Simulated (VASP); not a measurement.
**Na2H3: single point with PBE**

Crystal: Na2H3.

```
Na H
1.0
     4.23253    0.00000    0.00000
     0.00000    4.23253    0.00000
     0.00000    0.00000    8.46505
Na H
2 3
Direct
  0.00000 0.00000 0.75000
  0.00000 0.00000 0.25000
  0.50000 0.00000 0.75000
  0.00000 0.50000 0.25000
  0.00000 0.00000 0.00000
```

| Quantity | Value |
| --- | --- |
| Program | VASP 6.6.1 |
| Task | single point |
| Functional | PBE |
| Potentials or basis | VASP PAW PBE potentials, release 64 (Na_pv, H) |
| Cutoff | 520 eV |
| k mesh | 4 × 4 × 2 |
| Occupations | gaussian, width 0.1 eV |
| Spin | no spin polarisation |

```
Pressure      : -0.3 GPa
Largest force : 0.203 eV/Å
```

Forces on the atoms (eV/Å):
```
Na   0.000  0.000  0.203
Na   0.000  0.000 -0.203
H    0.000  0.000 -0.189
H    0.000  0.000  0.189
H    0.000  0.000  0.000
```

Levels at points of the mesh, in eV from the Fermi level:
```tsv
k point	band 5	band 6	band 7	band 8	band 9	band 10	band 11	band 12	band 13	band 14
(0.00, 0.00, 0.00)	-22.67	-22.67	-2.11	-1.04	-0.08	3.57	5.90	6.83	8.26	8.31
(0.50, 0.00, 0.00)	-22.68	-22.67	-1.37	-0.62	-0.02	3.57	3.87	5.51	6.53	8.67
(0.50, 0.50, 0.00)	-22.68	-22.68	-0.51	-0.28	-0.28	4.95	5.46	5.69	5.69	6.50
(0.00, 0.00, 0.50)	-22.67	-22.67	-1.97	-1.39	0.21	3.49	6.18	6.67	7.59	8.74
(0.50, 0.00, 0.50)	-22.68	-22.67	-1.35	-0.62	-0.09	3.64	3.71	6.47	6.54	7.41
(0.50, 0.50, 0.50)	-22.68	-22.68	-0.50	-0.28	-0.28	4.69	5.39	5.39	5.74	6.19
```

Wall time 38 s on 1 thread of AMD EPYC 7R43 64-Core Processor (Zen 3), with other jobs on the host, peak memory 0.2 GiB.

Caveat: the k points lie up to 0.37 Å⁻¹ apart.
